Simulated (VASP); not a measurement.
Write the native input for VASP 6.6.1 that does the following.

| Item | Value |
| --- | --- |
| Task | single point |
| Functional | PBEsol |
| Potentials or basis | VASP PAW PBE potentials, release 64 (Ca_sv, O) |
| Cutoff | 520 eV |
| k mesh | 9 × 9 × 6 |
| Occupations | gaussian, width 0.05 eV |
| Spin | no spin polarisation |
| Dipole correction | no |
| Further INCAR settings | ALGO = Normal; EDIFF = 1e-06; NBANDS = 24 |

The structure of CaO lies in POSCAR:

```
CaO
1.0
    3.9720159454      0.0000000000      0.0000000000
   -1.9860079727      3.4744382377      0.0000000000
    0.0000000000      0.0000000000      4.7848400100
Ca O
2 2
Direct
    0.3333333333      0.6666666667      0.7500000000
    0.6666666667      0.3333333333      0.2500000000
    0.3333333333      0.6666666667      0.2500000000
    0.6666666667      0.3333333333      0.7500000000
```

This cell differs from its parent crystal: strain -0.0050 x Voigt [1, -1, 0, 0, 0, 0].

These files were run (other wordings do the same):

INCAR

```
  PREC = Accurate
  ENCUT = 520
  EDIFF = 1E-6
  ISMEAR = 0
  SIGMA = 0.05
  LREAL = F
  LASPH = T
  NELM = 60
  ALGO = Normal
  ISIF = 2
  LWAVE = F
  LCHARG = F
  GGA = PS
  NBANDS = 24
```

KPOINTS

```
Automatic mesh
0
Gamma
  9 9 6
```

Potentials or basis: VASP PAW PBE potentials, release 64 (Ca_sv, O).

The run is started by

```console
$ cat potpaw_PBE.64/Ca_sv/POTCAR potpaw_PBE.64/O/POTCAR > POTCAR
$ mpirun -np 1 vasp_std > vasp.out
```

Results of the run:

| Quantity | Value |
| --- | --- |
| Pressure | -1.9 GPa |
| Largest force | 0.058 eV/Å |
| Band gap on the k mesh | 3.03 eV, direct |

Caveat: the cell differs from its parent crystal (strain -0.0050 x Voigt [1, -1, 0, 0, 0, 0]); the PAW data sets were made with another functional, which shifts forces and pressure a little.

Run time: 2.9 min on 1 thread of Oxide Virtual Turin-like Processor, on a shared host, peak memory 0.23 GiB.
